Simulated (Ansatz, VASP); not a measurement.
**Two plane-wave programs on In**

The input INCAR:

```
SYSTEM = In
  ALGO = Fast
  EDIFF = 1E-7
  ENCUT = 520
  GGA = PE
  ISIF = 2
  ISMEAR = 0
  LASPH = .TRUE.
  LCHARG = .FALSE.
  LREAL = .FALSE.
  LWAVE = .FALSE.
  NBANDS = 12
  NELM = 100
  PREC = Accurate
  SIGMA = 0.15
```

The input KPOINTS:

```
k-points
0
G
  22 22 22
  0 0 0
```

POSCAR

```
In
1.0
   -1.6484287959      1.6484287959      2.4075301803
    1.6484287959     -1.6484287959      2.4075301803
    1.6484287959      1.6484287959     -2.4075301803
In
1
Direct
    0.0000000000      0.0000000000      0.0000000000
```

Input for Ansatz:

```yaml
crystal:
  lattice:
    - [-1.6484287959, 1.6484287959, 2.4075301803]
    - [1.6484287959, -1.6484287959, 2.4075301803]
    - [1.6484287959, 1.6484287959, -2.4075301803]
  atoms:
    - { symbol: In, position: [0.0, 0.0, 0.0] }
basis:
  ecutwfc: 420
kpoints:
  mp_grid: { grid: [22, 22, 22] }
hamiltonian:
  xc: pbe
scf:
  occupations: { method: gaussian, width: 0.15 }
output:
  forces: true
  stress: true
  eigenvalues: true
```

Alike in both runs: task single point; functional PBE; k mesh 22 × 22 × 22; occupations gaussian, width 0.15 eV; no spin polarisation.

```csv
,VASP,Ansatz
version,VASP 6.6.1,Ansatz 0.2.0
potentials or method,"VASP PAW PBE potentials, release 64 (In_d), cutoff 520 eV","scalar-relativistic, plane waves, PAW"
valence electrons in the cell,13,13
```

```tsv
	VASP	Ansatz	Ansatz less VASP
gap on the k mesh at the Fermi level (eV)	none	none	-
pressure (GPa)	1.9	2.0	+0.03
traceless stress, the component that is largest in VASP (GPa)	0.20	0.20	+0.002
```

A gap of «none» marks a metal or a gap that the smearing closes.
